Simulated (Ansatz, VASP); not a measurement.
Two plane-wave programs on KScSe2

POSCAR

```
KScSe2
1.0
    4.1356727319      0.0000000000      0.0000000000
    0.0000000000      4.1356727319      0.0000000000
    0.0000000000      0.0000000000     12.0652929589
K Se Sc
2 4 2
Direct
    0.5000000000      0.0000000000      0.8891082168
    0.0000000000      0.5000000000      0.1108917832
    0.5000000000      0.0000000000      0.1747567390
    0.0000000000      0.5000000000      0.3978283753
    0.5000000000      0.0000000000      0.6021716247
    0.0000000000      0.5000000000      0.8252432610
    0.5000000000      0.0000000000      0.3746775327
    0.0000000000      0.5000000000      0.6253224673
```

INCAR.step1

```
SYSTEM = KScSe2
PREC = Accurate
ENCUT = 520
ISMEAR = 0
SIGMA = 0.01
LREAL = .False.
LASPH = .True.
NELM = 60
NBANDS = 42
GGA = PE
ALGO = Normal
EDIFF = 1E-4
LWAVE = .True.
LCHARG = .False.
```

File INCAR.step2:

```
SYSTEM = KScSe2
PREC = Accurate
ENCUT = 520
EDIFF = 1E-6
ISMEAR = 0
SIGMA = 0.01
LREAL = .False.
LASPH = .True.
NELM = 60
ALGO = Normal
ISIF = 2
LWAVE = .False.
LCHARG = .False.
METAGGA = R2SCAN
LMIXTAU = .True.
NBANDS = 42
ISTART = 1
```

KPOINTS

```
regular mesh
0
Gamma
  6 6 2
  0 0 0
```

Input for Ansatz:

```yaml
crystal:
  lattice:
    - [4.1356727319, 0.0, 0.0]
    - [0.0, 4.1356727319, 0.0]
    - [0.0, 0.0, 12.0652929589]
  atoms:
    - { symbol: K, position: [0.5, 0.0, 0.8891082168] }
    - { symbol: Se, position: [0.5, 0.0, 0.174756739] }
    - { symbol: K, position: [0.0, 0.5, 0.1108917832] }
    - { symbol: Se, position: [0.0, 0.5, 0.3978283753] }
    - { symbol: Sc, position: [0.5, 0.0, 0.3746775327] }
    - { symbol: Se, position: [0.5, 0.0, 0.6021716247] }
    - { symbol: Sc, position: [0.0, 0.5, 0.6253224673] }
    - { symbol: Se, position: [0.0, 0.5, 0.825243261] }
kpoints:
  mp_grid: { grid: [6, 6, 2] }
hamiltonian:
  xc: r2scan
scf:
  occupations: { method: fixed }
  n_extra_bands: 6
output:
  forces: true
  stress: true
  eigenvalues: true
```

Alike in both runs: task single point; functional r2SCAN; k mesh 6 × 6 × 2; no spin polarisation.

|  | VASP | Ansatz |
| --- | --- | --- |
| version | VASP 6.6.1 | Ansatz 0.2.0 |
| potentials or method | VASP PAW PBE potentials, release 64 (K_sv, Se, Sc_sv) | plane waves, PAW |
| plane-wave cutoff (eV) | 520 | 500 |
| occupations | gaussian, width 0.01 eV | fixed |
| valence electrons in the cell | 64 | 104 |

```csv
,VASP,Ansatz,Ansatz less VASP
gap on the k mesh at the Fermi level (eV),0.61,0.61,+0.002
pressure (GPa),1.8,1.6,-0.18
rms of the force components (eV/Å),0.100,0.085,-0.0153
```

VASP's potentials were made for PBE, not for r2SCAN. VASP's potentials hold 64 valence electrons a cell and Ansatz's 104, so a difference there can come from the potentials and not from the codes.
